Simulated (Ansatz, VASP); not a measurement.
**MnO2 in VASP and in Ansatz**

File INCAR:

```
PREC = Accurate ; ENCUT = 520
EDIFF = 1E-7 ; ISMEAR = -5
SIGMA = 0.1 ; LREAL = F
LASPH = T ; NELM = 150
ALGO = Normal ; ISIF = 2
LWAVE = F ; LCHARG = F
ISPIN = 2 ; MAGMOM = 4 0 0
LORBIT = 11 ; LMAXMIX = 4
GGA = B5 ; ALDAX = 1.0
AGGAX = 1.0 ; AGGAC = 1.0
ALDAC = 0.0 ; NBANDS = 24
```

Contents of KPOINTS:

```
Automatic mesh
0
Gamma
  3 3 3
```

The input POSCAR:

```
MnO2
1.0
    1.4284348394      0.8247072390      4.5839315268
   -1.4284348394      0.8247072390      4.5839315268
    0.0000000000     -1.6494144781      4.5839315268
Mn O
1 2
Direct
    0.0000000000      0.0000000000      0.0000000000
    0.2643644900      0.2643644900      0.2643644900
    0.7356355100      0.7356355100      0.7356355100
```

Input for Ansatz:

```yaml
crystal:
  lattice:
    - [1.4284348394, 0.824707239, 4.5839315268]
    - [-1.4284348394, 0.824707239, 4.5839315268]
    - [0.0, -1.6494144781, 4.5839315268]
  atoms:
    - { symbol: Mn, position: [0.0, 0.0, 0.0], spin: 4.0 }
    - { symbol: O, position: [0.26436449, 0.26436449, 0.26436449] }
    - { symbol: O, position: [0.73563551, 0.73563551, 0.73563551] }
basis:
  ecutwfc: "31 Ry"
  xc_grid: 1
kpoints:
  mp_grid: { grid: [3, 3, 3] }
hamiltonian:
  xc: blyp
scf:
  occupations: { method: tetrahedron }
  lower_state_search: "off"
  max_iter: 80
  convergence: { dr2_threshold: "1e-7 eV" }
output:
  forces: true
  stress: true
  eigenvalues: true
  populations: true
magnetization:
  spin_polarized: true
```

Alike in both runs: task single point; functional BLYP; k mesh 3 × 3 × 3; occupations tetrahedron; collinear spin.

|  | VASP | Ansatz |
| --- | --- | --- |
| version | VASP 6.6.1 | Ansatz 0.2.0 |
| potentials or method | VASP PAW PBE potentials, release 64 (Mn_pv, O), cutoff 520 eV | scalar-relativistic, plane waves, PAW |
| valence electrons in the cell | 25 | 27 |

Ansatz gave:

```
gap on the k mesh at the Fermi level (eV)                     : 0.85
least direct gap on the mesh (eV)                             : 0.85
pressure (GPa)                                                : 10.7
traceless stress, the component that is largest in VASP (GPa) : -2.94
rms of the force components (eV/Å)                            : 0.234
net moment per atom (μB)                                      : 1.00
size of the moment on the site where the two differ most (μB) : 2.49
```

Task: Which values does VASP return?

Result: gap on the k mesh at the Fermi level (eV): 0.80; least direct gap on the mesh (eV): 0.81; pressure (GPa): 12.0; traceless stress, the component that is largest in VASP (GPa): -3.44; rms of the force components (eV/Å): 0.285; net moment per atom (μB): 1.00; size of the moment on the site where the two differ most (μB): 2.82.

VASP's potentials were made for PBE, not for BLYP. Site moments also hang on the region over which each program counts them. Atom by atom the forces differ by 0.051 eV/Å (rms over components). VASP's potentials hold 25 valence electrons a cell and Ansatz's 27, so a difference there can come from the potentials and not from the codes. Ansatz's warnings: band table not solved further, stability check not made, stress scf threshold loose, tetrahedron derivatives may miss energy slope.

The k mesh is coarse, so the values compare programs but aren't converged.
